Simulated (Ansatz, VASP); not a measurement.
Sc2SO in VASP and in Ansatz

Contents of INCAR:

```
SYSTEM = Sc2SO
PREC = Accurate
ENCUT = 600
EDIFF = 1E-6
ISMEAR = -1
SIGMA = 0.15
LREAL = .FALSE.
LASPH = .TRUE.
NELM = 80
ALGO = Normal
ISIF = 3
LWAVE = .FALSE.
LCHARG = .FALSE.
GGA = PE
IBRION = 2
NSW = 80
EDIFFG = -0.001
```

KPOINTS

```
Automatic mesh
0
G
  12 12 10
  0 0 0
```

The input POSCAR:

```
Sc2SO
1.0
    3.4707276825      0.0000000000      0.0000000000
    0.0000000000      3.4707276825      0.0000000000
    0.0000000000      0.0000000000      4.8960114966
Sc S O
2 1 1
Direct
    0.0000000000      0.0000000000      0.5000000000
    0.5000000000      0.5000000000      0.0000000000
    0.5000000000      0.5000000000      0.5000000000
    0.0000000000      0.0000000000      0.0000000000
```

Input for Ansatz:

```yaml
crystal:
  lattice:
    - [3.4707276765, 0.0, 0.0]
    - [0.0, 3.4707276765, 0.0]
    - [0.0, 0.0, 4.8960114533]
  atoms:
    - { symbol: Sc, position: [0.0, 0.0, 0.5] }
    - { symbol: Sc, position: [0.5, 0.5, 0.0] }
    - { symbol: S, position: [0.5, 0.5, 0.5] }
    - { symbol: O, position: [0.0, 0.0, 0.0] }
basis:
  ecutwfc: 420
kpoints:
  mp_grid: { grid: [12, 12, 10] }
hamiltonian:
  xc: pbe
scf:
  occupations: { method: fermi_dirac, width: 0.15 }
output:
  forces: true
  stress: true
  eigenvalues: true
relax:
  adjacent_minimum: "off"
  f_tol: 0.001
  max_steps: 60
  cell: { stress_tol: 0.01 }
```

Alike in both runs: task relaxation of cell and atoms; functional PBE; k mesh 12 × 12 × 10; occupations fermi-dirac, width 0.15 eV; no spin polarisation.

|  | VASP | Ansatz |
| --- | --- | --- |
| version | VASP 6.6.1 | Ansatz 0.2.0 |
| potentials or method | VASP PAW PBE potentials, release 64 (Sc_sv, S, O), cutoff 600 eV | scalar-relativistic, plane waves, PAW |
| valence electrons in the cell | 34 | 34 |

|  | VASP | Ansatz | Ansatz less VASP |
| --- | --- | --- | --- |
| gap on the k mesh at the Fermi level, each at its own relaxed structure (eV) | none | none | - |
| relaxed volume (Å³/atom) | 14.82 | 14.78 | -0.046 |
| relaxed length of the cell vector where the two differ most in proportion (Å) | 4.906 | 4.900 | -0.0052 |

A gap of «none» marks a metal or a gap that the smearing closes.
